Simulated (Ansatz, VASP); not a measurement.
# CuAu in VASP and in Ansatz

```xyz
2
Lattice="2.8185 0.0000 0.0000 0.0000 2.8185 0.0000 0.0000 0.0000 3.6943" Properties=species:S:1:pos:R:3 pbc="T T T"
Cu    1.4093    1.4093    1.8472
Au    0.0000    0.0000    0.0000
```

Change from the starting cell: volume scaled by 1.02.

Alike in both runs: task single point; functional PBEsol; k mesh 13 × 13 × 10; occupations fermi-dirac, width 0.05 eV; no spin polarisation.

|  | VASP | Ansatz |
| --- | --- | --- |
| version | VASP 6.6.1 | Ansatz 0.2.0 |
| potentials or method | VASP PAW PBE potentials, release 64 (Cu, Au), cutoff 520 eV | all-electron LAPW, scalar-relativistic |

Ansatz gave:

| Property | Result |
| --- | --- |
| pressure (GPa) | -5.0 |
| traceless stress, the component that is largest in VASP (GPa) | 0.37 |

Task: Which values does VASP return?

Result: Pressure (GPa): -5.0; traceless stress, the component that is largest in VASP (GPa): 0.43.

VASP's potentials were made for PBE, not for PBEsol. Ansatz ran all-electron here, and VASP with PAW potentials.

Neither program's run includes spin-orbit coupling.
